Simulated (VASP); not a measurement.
Here is a VASP 6.6.1 calculation.

File INCAR:

```
SYSTEM = CuO
PREC     = Accurate       ! precision mode
ENCUT    = 600            ! plane-wave cutoff, eV
EDIFF    = 1E-6           ! SCF threshold, eV
ISMEAR   = 0              ! smearing method
SIGMA    = 0.05           ! smearing width, eV
LREAL    = .FALSE.        ! projectors in reciprocal space
LASPH    = .TRUE.         ! aspherical terms in the spheres
NELM     = 200            ! most SCF steps
ALGO     = Normal         ! electronic algorithm
ISIF     = 2              ! what is computed and relaxed
LWAVE    = .FALSE.        ! write WAVECAR
LCHARG   = .FALSE.        ! write CHGCAR
ISPIN    = 2              ! spin polarisation
MAGMOM   = 1 0            ! initial moments
LORBIT   = 11             ! projections on sites
LMAXMIX  = 4              ! l up to which the mixer works
LDAU     = .TRUE.         ! DFT+U
LDAUTYPE = 2            
LDAUL    = 2 -1           ! shell
LDAUU    = 6 0            ! U, eV
LDAUJ    = 0 0          
LDAUPRINT= 1            
GGA      = CA             ! functional
NBANDS   = 20             ! bands
GGA_COMPAT= .FALSE.
```

The input KPOINTS:

```
regular mesh
0
G
  8 8 7
  0 0 0
```

File POSCAR:

```
CuO
1.0
    2.8363251100      0.0000000000      0.0000000000
   -1.4181625500      2.4563296000      0.0000000000
    0.0000000000      0.0000000000      2.7681127800
Cu O
1 1
Direct
    0.0000000000      0.0000000000      0.0000000000
    0.6666666667      0.3333333333      0.5000000000
```

Potentials or basis: VASP PAW LDA potentials, release 64 (Cu, O).

Command:

```bash
$ cat potpaw_LDA.64/Cu/POTCAR potpaw_LDA.64/O/POTCAR > POTCAR
$ mpirun -np 1 vasp_std > vasp.out
```

Task: Estimate the pressure.

Result: -18.0 GPa.

Task: Estimate the site moments.

Result: Cu +0.44; O +0.50 μB.

Stress tensor (GPa, compression positive):
```
-13.64   0.00   0.00
  0.00 -13.64   0.00
  0.00   0.00 -26.83
```

Caveat: the cell stands under tension; a cell with one magnetic atom can't hold antiferromagnetic order, which such compounds often take.
